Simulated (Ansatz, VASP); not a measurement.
ZnO in VASP and in Ansatz

Contents of INCAR:

```
SYSTEM = ZnO
  ALGO = Normal
  EDIFF = 1E-6
  ENCUT = 600
  GGA = LIBXC
  GGA_COMPAT = .False.
  ISIF = 2
  ISMEAR = -1
  LASPH = .True.
  LCHARG = .False.
  LIBXC1 = GGA_X_B88
  LIBXC2 = GGA_C_PBE
  LREAL = .False.
  LWAVE = .False.
  NBANDS = 26
  NELM = 120
  PREC = Accurate
  SIGMA = 0.05
```

The input KPOINTS:

```
k-points
0
Gamma
  9 9 5
  0 0 0
```

POSCAR

```
ZnO
1.0
    3.2274999067      0.0000000000      0.0000000000
   -1.6137499533      2.7950969099      0.0000000000
    0.0000000000      0.0000000000      5.1707703030
Zn O
2 2
Direct
    0.6666666667      0.3333333333      0.0000000000
    0.3333333333      0.6666666667      0.5000000000
    0.3333333333      0.6666666667      0.8790100000
    0.6666666667      0.3333333333      0.3790100000
```

File input.yaml:

```yaml
crystal:
  lattice:
    - [3.2274999067, 0.0, 0.0]
    - [-1.6137499533, 2.7950969099, 0.0]
    - [0.0, 0.0, 5.170770303]
  atoms:
    - { symbol: Zn, position: [0.6666666667, 0.3333333333, 0.0] }
    - { symbol: Zn, position: [0.3333333333, 0.6666666667, 0.5] }
    - { symbol: O, position: [0.3333333333, 0.6666666667, 0.87901] }
    - { symbol: O, position: [0.6666666667, 0.3333333333, 0.37901] }
hamiltonian:
  xc: { exchange: b88, correlation: pbe }
  pseudopotentials: { kind: paw }
kpoints:
  mp_grid: { grid: [9, 9, 5] }
scf:
  occupations: { method: fermi_dirac, width: 0.05 }
output:
  forces: true
  stress: true
  eigenvalues: true
```

Alike in both runs: task single point; functional b88 exchange, pbe correlation; k mesh 9 × 9 × 5; occupations fermi-dirac, width 0.05 eV; no spin polarisation.

|  | VASP | Ansatz |
| --- | --- | --- |
| version | VASP 6.6.1 | Ansatz 0.2.0 |
| potentials or method | VASP PAW PBE potentials, release 64 (Zn, O) | Ansatz PAW |
| plane-wave cutoff (eV) | 600 | 420 |
| valence electrons in the cell | 36 | 36 |

|  | VASP | Ansatz | Ansatz less VASP |
| --- | --- | --- | --- |
| gap on the k mesh at the Fermi level (eV) | 0.84 | 0.85 | +0.010 |
| least direct gap on the mesh (eV) | 0.84 | 0.85 | +0.010 |
| pressure (GPa) | 8.5 | 7.6 | -0.89 |
| traceless stress, the component that is largest in VASP (GPa) | 1.25 | 1.20 | -0.045 |
| rms of the force components (eV/Å) | 0.046 | 0.044 | -0.0022 |

VASP's potentials were made for PBE, not for b88 exchange, pbe correlation. Atom by atom the forces differ by 0.002 eV/Å (rms over components). The functional is the same, so the differences come from potentials, cutoffs and numerics.

Noted on Ansatz's run: odd divisions of the mesh miss points on the zone boundary, where band edges often lie, so the gap on the mesh can be too wide.
